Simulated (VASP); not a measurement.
# Cs (Fm-3m) in VASP: further runs

The runs below take Cs through relaxation of cell and atoms, with PBEsol.

Program: VASP 6.6.1. These are calculated values, not measurements. Logs are shortened: lines on timing, memory, paths and dates and some standing lists are left out, and cuts for length are marked.

## Step 1: The cell of the first run

Symmetry: Fm-3m, No. 225, cubic system. The conventional cell has a = 7.897 Å, b = 7.897 Å, c = 7.897 Å, α = 90.00°, β = 90.00°, γ = 90.00°.

## Step 2: Relaxation of cell and atoms, PBEsol

Contents of INCAR:

```
SYSTEM = Cs
PREC = Accurate ; ENCUT = 600
EDIFF = 1E-6 ; ISMEAR = -1
SIGMA = 0.05 ; LREAL = .FALSE.
LASPH = .TRUE. ; NELM = 80
ALGO = Normal ; ISIF = 3
LWAVE = .FALSE. ; LCHARG = .FALSE.
GGA = PS ; IBRION = 2
NSW = 80 ; EDIFFG = -0.005
```

Contents of KPOINTS:

```
Automatic mesh
0
G
  6 6 6
  0 0 0
```

Contents of POSCAR:

```
Cs
1.0
    0.0000000000      3.9483357400      3.9483357400
    3.9483357400      0.0000000000      3.9483357400
    3.9483357400      3.9483357400      0.0000000000
Cs
1
Direct
    0.0000000000      0.0000000000      0.0000000000
```

Potentials or basis: VASP PAW PBE potentials, release 64 (Cs_sv).

Started as:

```sh
$ cat potpaw_PBE.64/Cs_sv/POTCAR > POTCAR
$ mpirun -np 1 vasp_std > vasp.out
```

OUTCAR:

```text
SYSTEM = Cs
   PREC = Accurate
   ENCUT = 600
   EDIFF = 1E-6
   ISMEAR = -1
   LREAL = .FALSE.
   LASPH = .TRUE.
   NELM = 80
   ISIF = 3
   GGA = PS
   IBRION = 2
   NSW = 80
   EDIFFG = -0.005

 ion  position               nearest neighbor table
   1  0.000  0.000  0.000-

  LATTYP: Found a face centered cubic cell.
 ALAT       =     7.8966714800

  Lattice vectors:

 A1 = (   0.0000000000,   3.9483357400,   3.9483357400)
 A2 = (   3.9483357400,   0.0000000000,   3.9483357400)
 A3 = (   3.9483357400,   3.9483357400,   0.0000000000)

Analysis of symmetry for initial positions (statically):
=====================================================================
 Subroutine PRICEL returns:
 Original cell was already a primitive cell.

 Routine SETGRP: Setting up the symmetry group for a
 face centered cubic supercell.

 Subroutine GETGRP returns: Found 48 space group operations
 (whereof 48 operations were pure point group operations)
 out of a pool of 48 trial point group operations.

The static configuration has the point symmetry O_h .

Analysis of symmetry for dynamics (positions and initial velocities):
=====================================================================
 Subroutine PRICEL returns:
 Original cell was already a primitive cell.

 Routine SETGRP: Setting up the symmetry group for a
 face centered cubic supercell.

 Subroutine GETGRP returns: Found 48 space group operations
 (whereof 48 operations were pure point group operations)
 out of a pool of 48 trial point group operations.

The dynamic configuration has the point symmetry O_h .

 Subroutine INISYM returns: Found 48 space group operations
 (whereof 48 operations are pure point group operations),
 and found     1 'primitive' translations

----------------------------------------------------------------------------------------

                                     Primitive cell

  volume of cell :     123.1040

  direct lattice vectors                    reciprocal lattice vectors
     0.000000000  3.948335740  3.948335740    -0.126635634  0.126635634  0.126635634
     3.948335740  0.000000000  3.948335740     0.126635634 -0.126635634  0.126635634
     3.948335740  3.948335740  0.000000000     0.126635634  0.126635634 -0.126635634

  length of vectors
     5.583789952  5.583789952  5.583789952     0.219339352  0.219339352  0.219339352

  position of ions in fractional coordinates (direct lattice)
     0.000000000  0.000000000  0.000000000

  ion indices of the primitive-cell ions
   primitive index   ion index
                 1           1

----------------------------------------------------------------------------------------

 KPOINTS: Automatic mesh

Automatic generation of k-mesh.
 Grid dimensions read from file:
 generate k-points for:    6    6    6

 Generating k-lattice:

  Cartesian coordinates                     Fractional coordinates (reciprocal lattice)
    -0.021105939  0.021105939  0.021105939     0.166666667  0.000000000  0.000000000
     0.021105939 -0.021105939  0.021105939     0.000000000  0.166666667  0.000000000
     0.021105939  0.021105939 -0.021105939     0.000000000  0.000000000  0.166666667

  Length of vectors
     0.036556559  0.036556559  0.036556559

  Shift w.r.t. Gamma in fractional coordinates (k-lattice)
     0.000000000  0.000000000  0.000000000

 Subroutine IBZKPT returns following result:
 ===========================================

 Found     16 irreducible k-points:

 Following reciprocal coordinates:
            Coordinates               Weight
  0.000000  0.000000  0.000000      1.000000
  0.166667  0.000000  0.000000      8.000000
  0.333333  0.000000  0.000000      8.000000
  0.500000  0.000000  0.000000      4.000000
  0.166667  0.166667  0.000000      6.000000
  0.333333  0.166667  0.000000     24.000000
[... 8 lines left out ...]
 -0.333333  0.333333  0.166667     24.000000
 -0.333333  0.500000  0.166667     12.000000
   k-points           NKPTS =     16   k-points in BZ     NKDIM =     16   number of bands    NBANDS=      8
   number of dos      NEDOS =    301   number of ions     NIONS =      1
   total plane-waves  NPLWV = 110592
   dimension x,y,z NGX =    48 NGY =   48 NGZ =   48
   dimension x,y,z NGXF=    96 NGYF=   96 NGZF=   96
   ions per type =               1
   NGX,Y,Z   is equivalent  to a cutoff of  14.29, 14.29, 14.29 a.u.
   NGXF,Y,Z  is equivalent  to a cutoff of  28.58, 28.58, 28.58 a.u.
 SYSTEM =  Cs
   PREC   = accura    normal or accurate (medium, high low for compatibility)
   ISTART =      0    job   : 0-new  1-cont  2-samecut
   ICHARG =      2    charge: 1-file 2-atom 10-const
   ISPIN  =      1    spin polarized calculation?
   LNONCOLLINEAR =      F non collinear calculations
   LSORBIT =      F    spin-orbit coupling
   LASPH  =      T    aspherical Exc in radial PAW
   ENCUT  =  600.0 eV  44.10 Ry    6.64 a.u.  11.15 11.15 11.15*2*pi/ulx,y,z
   NELM   =     80;   NELMIN=  2; NELMDL= -5     # of ELM steps
   EDIFF  = 0.1E-05   stopping-criterion for ELM
   LREAL  =      F    real-space projection
   EDIFFG = -.5E-02   stopping-criterion for IOM
   NSW    =     80    number of steps for IOM
   IBRION =      2    ionic relax: 0-MD 1-quasi-New 2-CG
   NFREE  =      1    steps in history (QN), initial steepest desc. (CG)
   ISIF   =      3    stress and relaxation
   ISYM   =      2    0-nonsym 1-usesym 2-fastsym
   POTIM  = 0.5000    time-step for ionic-motion
   TEBEG  =    0.0;   TEEND  =   0.0 temperature during run
   PSTRESS=    0.0 pullay stress
   NELECT =       9.0000    total number of electrons
   NUPDOWN=      -1.0000    fix difference up-down
   EMIN   =  10.00;   EMAX   =-10.00  energy-range for DOS
   EFERMI =   0.00;   METHOD = LEGACY
   ISMEAR =    -1;   SIGMA  =   0.05  broadening in eV -4-tet -1-fermi 0-gaus
   EFERMI_NEDOS =   21; number of points for ismear=-14 and -15
   IALGO  =     38    algorithm
   IMIX   =      4    mixing-type and parameters
     AMIX     =   0.40;   BMIX     =  1.00
     AMIX_MAG =   1.60;   BMIX_MAG =  1.00
  volume/ion in A,a.u.               =     123.10       830.75
  Fermi-wavevector in a.u.,A,eV,Ry     =   0.684539  1.293591  6.375605  0.468594
  Thomas-Fermi vector in A             =   1.764221
   LORBIT       =      0    0 simple, 1 ext, 2 COOP (PROOUT), +10 PAW based schemes
   GGA     = PS    functional components
   LHFCALC =     F    Hartree Fock is set to
   AEXX    =    0.0000 exact exchange contribution
   IVDW    =     0    specifies the selected vdW correction
   LEPSILON=     F    determine dielectric tensor
   LRPA    =     F    only Hartree local field effects (RPA)
 conjugate gradient relaxation of ions
 non-spin polarized calculation
  energy-cutoff  :      600.00
  volume of cell :      123.10
 maximum number of plane-waves:      4128
 NGX is ok and might be reduce to    48
   NGX = 23   NGY = 23   NGZ = 23

--------------------------------------- Ionic step        1  -------------------------------------------

 number of electron       9.0000001 magnetization

 Free energy of the ion-electron system (eV)
  ---------------------------------------------------
  ext. energy  EPLUGINS =         0.00000000
  ---------------------------------------------------
  free energy    TOTEN  =        -0.92928403 eV

  energy without entropy =       -0.91531646  energy(sigma->0) =       -0.92230024

------------------------ aborting loop because EDIFF is reached ----------------------------------------

  FORCE on cell =-STRESS in cart. coord.  units (eV):
  Direction    XX          YY          ZZ          XY          YZ          ZX
  --------------------------------------------------------------------------------------
  -------------------------------------------------------------------------------------
  Total       -0.1493398     -0.1493398     -0.1493398      0.0000000      0.0000000      0.0000000
  in kB       -1.9436321     -1.9436321     -1.9436321      0.0000000      0.0000000      0.0000000
  external PRESSURE =      -1.9436321 kB  Pullay stress =       0.0000000 kB

 VOLUME and BASIS-vectors are now :
 -----------------------------------------------------------------------------
  energy-cutoff  :      600.00
  volume of cell :      123.10
      direct lattice vectors                 reciprocal lattice vectors
     0.000000000  3.948335740  3.948335740    -0.126635634  0.126635634  0.126635634
     3.948335740  0.000000000  3.948335740     0.126635634 -0.126635634  0.126635634
     3.948335740  3.948335740  0.000000000     0.126635634  0.126635634 -0.126635634
[... 71 lines left out ...]
 POSITION                                       TOTAL-FORCE (eV/Angst)
 -----------------------------------------------------------------------------------
      0.00000      0.00000      0.00000        -0.000000      0.000000      0.000000
 -----------------------------------------------------------------------------------
    total drift:                                0.000000      0.000000      0.000000

  FREE ENERGIE OF THE ION-ELECTRON SYSTEM (eV)
  ---------------------------------------------------
  free  energy   TOTEN  =        -0.9369750110 eV

  energy  without entropy=       -0.9225581435  energy(sigma->0) =       -0.92976658

--------------------------------------- Ionic step        4  -------------------------------------------

 number of electron       9.0000001 magnetization

 Free energy of the ion-electron system (eV)
  ---------------------------------------------------
  ext. energy  EPLUGINS =         0.00000000
  ---------------------------------------------------
  free energy    TOTEN  =        -0.93726909 eV

  energy without entropy =       -0.92270457  energy(sigma->0) =       -0.92998683

 E-fermi :   0.4598     XC(G=0):  -5.5902

 val. band max:        0.4306039392   @ k =   0.5000   0.0000   0.0000
 cond. band min:       0.5812445320   @ k =   0.5000   0.1667   0.0000
 fundamental gap:      0.1506405928
 Fermi energy:         0.4598273157

 k-point     1 :       0.0000    0.0000    0.0000
  band No.  band energies     occupation
      1     -23.3347      2.00000
      2     -10.0489      2.00000
      3     -10.0489      2.00000
      4     -10.0489      2.00000
      5      -1.2490      2.00000
      6       2.9610      0.00000
      7       2.9610      0.00000
      8       2.9610      0.00000

 k-point     2 :       0.1667    0.0000    0.0000
  band No.  band energies     occupation
      1     -23.3328      2.00000
      2     -10.0899      2.00000
      3     -10.0543      2.00000
      4     -10.0543      2.00000
      5      -0.9522      2.00000
      6       2.4831      0.00000
      7       3.0659      0.00000
      8       3.0659      0.00000
[... 174 lines left out ...]
 POSITION                                       TOTAL-FORCE (eV/Angst)
 -----------------------------------------------------------------------------------
      0.00000      0.00000      0.00000         0.000000      0.000000     -0.000000
 -----------------------------------------------------------------------------------
    total drift:                                0.000000      0.000000      0.000000

  FREE ENERGIE OF THE ION-ELECTRON SYSTEM (eV)
  ---------------------------------------------------
  free  energy   TOTEN  =        -0.9372690860 eV

  energy  without entropy=       -0.9227045716  energy(sigma->0) =       -0.92998683

 reached required accuracy - stopping structural energy minimisation
```

It took 29 s on 1 thread of Intel Xeon 6975P-C (Granite Rapids), shared host; peak memory 0.33 GiB.

What came out:

```yaml
Free_energy: -0.9373 eV
Relaxed_volume: 110.12 Å³/atom
Relaxed_cell: a = 5.380 Å, b = 5.380 Å, c = 5.380 Å, α = 60.00°, β = 60.00°, γ = 60.00°
Space_group_after_relaxing_to_0.05_Å: Fm-3m (No. 225)
Energy_gained_by_relaxing: 8.0 meV/atom
Ionic_steps: 4
Pressure_after_relaxing: 0.0 GPa
```

The path:
| step | energy change (eV) | largest force (eV/Å) | pressure (GPa) | volume (Å³) |
| --- | --- | --- | --- | --- |
| 1 | 0.0000 | 0.0000 | -0.19 | 123.10 |
| 2 | -0.0028 | 0.0000 | -0.16 | 120.46 |
| 3 | -0.0077 | 0.0000 | -0.04 | 112.76 |
| 4 | -0.0080 | 0.0000 | 0.01 | 110.12 |

Final structure:
```
Cs
1.0
     0.00000    3.80434    3.80434
     3.80434    0.00000    3.80434
     3.80434    3.80434    0.00000
Cs
1
Direct
  0.00000 0.00000 0.00000
```

Levels at points of the mesh, in eV from the Fermi level:
| k point | band 3 | band 4 | band 5 | band 6 | band 7 | band 8 |
| --- | --- | --- | --- | --- | --- | --- |
| (0.00, 0.00, 0.00) | -10.51 | -10.51 | -1.71 | 2.50 | 2.50 | 2.50 |
| (0.50, 0.00, 0.00) | -10.53 | -10.53 | -0.03 | 0.83 | 2.35 | 2.35 |
| (0.50, 0.50, 0.00) | -10.57 | -10.57 | 0.26 | 1.04 | 1.52 | 4.16 |

Caveat: the PAW data sets were made with another functional, which shifts forces and pressure a little; spin-orbit coupling is left out, which moves the levels of the heavy elements.

## Step 3: Relaxation of cell and atoms, PBEsol, target pressure 5 GPa, at which the enthalpy is minimised

Contents of INCAR:

```
ALGO = Normal ; EDIFF = 1E-7
EDIFFG = -0.005 ; ENCUT = 600
GGA = PS ; IBRION = 2
ISIF = 3 ; ISMEAR = -1
LASPH = True ; LCHARG = False
LREAL = False ; LWAVE = False
NELM = 100 ; NSW = 80
PREC = Accurate ; PSTRESS = 50.0
SIGMA = 0.05
```

Contents of KPOINTS:

```
k-points
0
Gamma
  6 6 6
```

POSCAR is that of step 2.

Potentials or basis: VASP PAW PBE potentials, release 64 (Cs_sv).

Started as:

```sh
$ cat potpaw_PBE.64/Cs_sv/POTCAR > POTCAR
$ mpirun -np 1 vasp_std > vasp.out
```

OUTCAR:

```text
EDIFF = 1E-7
   EDIFFG = -0.005
   ENCUT = 600
   GGA = PS
   IBRION = 2
   ISIF = 3
   ISMEAR = -1
   LASPH = True
   LREAL = False
   NELM = 100
   NSW = 80
   PREC = Accurate
   PSTRESS = 50.0

 ion  position               nearest neighbor table
   1  0.000  0.000  0.000-

  LATTYP: Found a face centered cubic cell.
 ALAT       =     7.8966714800

  Lattice vectors:

 A1 = (   0.0000000000,   3.9483357400,   3.9483357400)
 A2 = (   3.9483357400,   0.0000000000,   3.9483357400)
 A3 = (   3.9483357400,   3.9483357400,   0.0000000000)

Analysis of symmetry for initial positions (statically):
=====================================================================
 Subroutine PRICEL returns:
 Original cell was already a primitive cell.

 Routine SETGRP: Setting up the symmetry group for a
 face centered cubic supercell.

 Subroutine GETGRP returns: Found 48 space group operations
 (whereof 48 operations were pure point group operations)
 out of a pool of 48 trial point group operations.

The static configuration has the point symmetry O_h .

Analysis of symmetry for dynamics (positions and initial velocities):
=====================================================================
 Subroutine PRICEL returns:
[... 145 lines left out ...]
  free energy    TOTEN  =        -0.92928360 eV

  energy without entropy =       -0.91531770  energy(sigma->0) =       -0.92230065

------------------------ aborting loop because EDIFF is reached ----------------------------------------

  FORCE on cell =-STRESS in cart. coord.  units (eV):
  Direction    XX          YY          ZZ          XY          YZ          ZX
  --------------------------------------------------------------------------------------
  -------------------------------------------------------------------------------------
  Total       -0.1436472     -0.1436472     -0.1436472      0.0000000      0.0000000     -0.0000000
  in kB       -1.8695430     -1.8695430     -1.8695430      0.0000000      0.0000000     -0.0000000
  external PRESSURE =     -51.8695430 kB  Pullay stress =      50.0000000 kB
[... 94 lines left out ...]
  energy  without entropy=       -0.4862864296  energy(sigma->0) =       -0.49086499

  enthalpy is  TOTEN    =         1.1112947200 eV   P V=        1.6067382640

[... ionic steps 4 to 18 ...]

--------------------------------------- Ionic step       19  -------------------------------------------

 number of electron       9.0000000 magnetization

------------------------ aborting loop because EDIFF is reached ----------------------------------------
[... 69 lines left out ...]
--------------------------------------- Ionic step       21  -------------------------------------------

 number of electron       9.0000000 magnetization

 Free energy of the ion-electron system (eV)
  ---------------------------------------------------
  ext. energy  EPLUGINS =         0.00000000
  ---------------------------------------------------
  free energy    TOTEN  =        -0.36015703 eV

  energy without entropy =       -0.34984698  energy(sigma->0) =       -0.35500201

 E-fermi :   3.7783     XC(G=0):  -8.4920

 val. band max:        3.7046648907   @ k =   0.5000   0.5000   0.0000
 cond. band min:       3.9057334532   @ k =   0.5000   0.1667   0.0000
 fundamental gap:      0.2010685625
 Fermi energy:         3.7783482208

 k-point     1 :       0.0000    0.0000    0.0000
  band No.  band energies     occupation
      1     -20.1618      2.00000
      2      -6.0235      2.00000
      3      -6.0235      2.00000
      4      -6.0235      2.00000
      5       1.7327      2.00000
      6       6.6435      0.00000
      7       6.6435      0.00000
      8       6.6435      0.00000
[... 195 lines left out ...]
  energy  without entropy=       -0.3498469838  energy(sigma->0) =       -0.35500201

  enthalpy is  TOTEN    =         1.0932342465 eV   P V=        1.4533912814

 reached required accuracy - stopping structural energy minimisation
```

Wall time 2.1 min (1 thread of Intel Xeon 6975P-C (Granite Rapids), shared host); peak memory 0.36 GiB.

Results:

```yaml
Free_energy: -0.3602 eV
Relaxed_volume: 46.57 Å³/atom
Relaxed_cell: a = 4.038 Å, b = 4.038 Å, c = 4.038 Å, α = 60.00°, β = 60.00°, γ = 60.00°
Space_group_after_relaxing_to_0.05_Å: Fm-3m (No. 225)
Energy_change_on_relaxing_the_enthalpy_is_what_falls: +569.1 meV/atom
Ionic_steps: 21
Pressure_after_relaxing: 5.0 GPa
```

The path:
```
step  energy change (eV)  largest force (eV/Å)  pressure (GPa)  volume (Å³)
   1              0.0000                0.0000           -0.19       123.10
   2              0.2113                0.0000            1.90        64.87
   3              0.4338                0.0000            3.79        51.49
   4              0.5841                0.0000            5.12        46.10
   5              0.5505                0.0000            4.86        47.18
   6              0.5506                0.0000            4.86        47.17
   7              0.5509                0.0000            4.86        47.16
   8              0.5509                0.0000            4.86        47.16
   9              0.5509                0.0000            4.86        47.16
  10              0.5509                0.0000            4.86        47.16
  11              0.5509                0.0000            4.86        47.16
  12              0.5509                0.0000            4.86        47.16
  13              0.5510                0.0000            4.86        47.16
  14              0.5512                0.0000            4.86        47.15
  15              0.5515                0.0000            4.87        47.14
  16              0.5521                0.0000            4.87        47.12
  17              0.5534                0.0000            4.88        47.08
  18              0.5560                0.0000            4.94        47.00
  19              0.5611                0.0000            4.94        46.83
  20              0.5714                0.0000            5.02        46.50
  21              0.5691                0.0000            5.00        46.57
```

Final structure:
```
Cs
1.0
     0.00000    2.85560    2.85560
     2.85560    0.00000    2.85560
     2.85560    2.85560    0.00000
Cs
1
Direct
  0.00000 0.00000 0.00000
```

Levels at points of the mesh, in eV from the Fermi level:
| k point | band 2 | band 3 | band 4 | band 5 | band 6 | band 7 | band 8 |
| --- | --- | --- | --- | --- | --- | --- | --- |
| (0.00, 0.00, 0.00) | -9.80 | -9.80 | -9.80 | -2.05 | 2.87 | 2.87 | 2.87 |
| (0.50, 0.00, 0.00) | -11.66 | -10.03 | -10.03 | -0.50 | 2.54 | 2.54 | 3.29 |
| (0.50, 0.50, 0.00) | -11.51 | -10.45 | -10.45 | -0.96 | -0.07 | 5.00 | 8.08 |

Caveat: the cell is relaxed towards a set pressure, so the enthalpy falls and the energy may rise; the volume moved by over 15 % at a fixed basis, so the end points are rough; the PAW data sets were made with another functional, which shifts forces and pressure a little; spin-orbit coupling is left out, which moves the levels of the heavy elements.

(Continued in part 2 of 2.)
